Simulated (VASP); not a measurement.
Wanted: the native input for a VASP 6.6.1 run.

- Task: single point
- Functional: PBE
- Dispersion: D3(BJ)
- Potentials or basis: VASP PAW PBE potentials, release 64 (As)
- Cutoff: 520 eV
- k mesh: 15 × 15 × 15
- Occupations: gaussian, width 0.1 eV
- Spin: no spin polarisation
- Dipole correction: no
- Further INCAR settings: ALGO = Normal; EDIFF = 1e-06; NBANDS = 12

The structure of As lies in POSCAR:

```
As
1.0
    1.8993472379      1.0965886391      3.4436729220
   -1.8993472379      1.0965886391      3.4436729220
    0.0000000000     -2.1931772781      3.4436729220
As
2
Direct
    0.7710925651      0.7710925651      0.7710925651
    0.2289074349      0.2289074349      0.2289074349
```

This cell differs from its parent crystal: volume scaled by 1.03, then relaxed in part.

One way to write it, as run:

INCAR

```
ALGO     = Normal         # electronic algorithm
EDIFF    = 1E-6           # SCF threshold, eV
ENCUT    = 520            # plane-wave cutoff, eV
GGA      = PE             # functional
ISIF     = 2              # what is computed and relaxed
ISMEAR   = 0              # smearing method
IVDW     = 12             # dispersion correction
LASPH    = T              # aspherical terms in the spheres
LCHARG   = F              # write CHGCAR
LREAL    = F              # projectors in reciprocal space
LWAVE    = F              # write WAVECAR
NBANDS   = 12             # bands
NELM     = 100            # most SCF steps
PREC     = Accurate       # precision mode
SIGMA    = 0.1            # smearing width, eV
```

KPOINTS

```
k-points
0
Gamma
  15 15 15
```

Potentials or basis: VASP PAW PBE potentials, release 64 (As).

Run with:

```sh
$ cat potpaw_PBE.64/As/POTCAR > POTCAR
$ mpirun -np 1 vasp_std > vasp.out
```

It gave:

The pressure is -1.1 GPa. The largest force is 0.048 eV/Å and the band gap on the k mesh is zero (band 5 reaches 5.52 eV, above the bottom of band 6 at 5.30 eV). The dispersion energy per atom is -0.420 eV.

Caveat: pairwise dispersion overbinds metals, which lowers pressure and volume.

Run time: 73 s on 1 thread of Intel(R) Xeon(R) 6975P-C (Granite Rapids) (shared host), peak memory 0.29 GiB.
